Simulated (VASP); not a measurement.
Set up this calculation in VASP 6.6.1, as the native input.

- Task: single point
- Functional: PBE
- Potentials or basis: VASP PAW PBE potentials, release 64 (Mg)
- Cutoff: 520 eV
- k mesh: 14 × 14 × 14
- Occupations: gaussian, width 0.05 eV
- Spin: no spin polarisation
- Dipole correction: no
- Further INCAR settings: ALGO = Fast; EDIFF = 1e-06; NBANDS = 7

The structure of Mg lies in POSCAR:

```
Mg
1.0
    0.0000000000      2.1259124249      2.1259124249
    2.1259124249      0.0000000000      2.1259124249
    2.1259124249      2.1259124249      0.0000000000
Mg
1
Direct
    0.0000000000      0.0000000000      0.0000000000
```

One way to write it, as run:

INCAR

```
PREC = Accurate ; ENCUT = 520
EDIFF = 1E-6 ; ISMEAR = 0
SIGMA = 0.05 ; LREAL = F
LASPH = T ; NELM = 80
ALGO = Fast ; ISIF = 2
LWAVE = F ; LCHARG = T
GGA = PE ; LELF = T
LVHAR = T ; NBANDS = 7
```

KPOINTS

```
Automatic mesh
0
Gamma
  14 14 14
```

Potentials or basis: VASP PAW PBE potentials, release 64 (Mg).

Command:

```console
$ cat potpaw_PBE.64/Mg/POTCAR > POTCAR
$ mpirun -np 1 vasp_std > vasp.out
```

Results of the run:

* Pressure: 9.5 GPa
* Band gap on the k mesh: zero (band 1 reaches 4.69 eV, above the bottom of band 2 at 2.34 eV)

It took 10 s on 1 thread of Intel(R) Xeon(R) Platinum 8259CL CPU @ 2.50GHz (Skylake/Cascade Lake), on a shared host, peak memory 0.14 GiB.
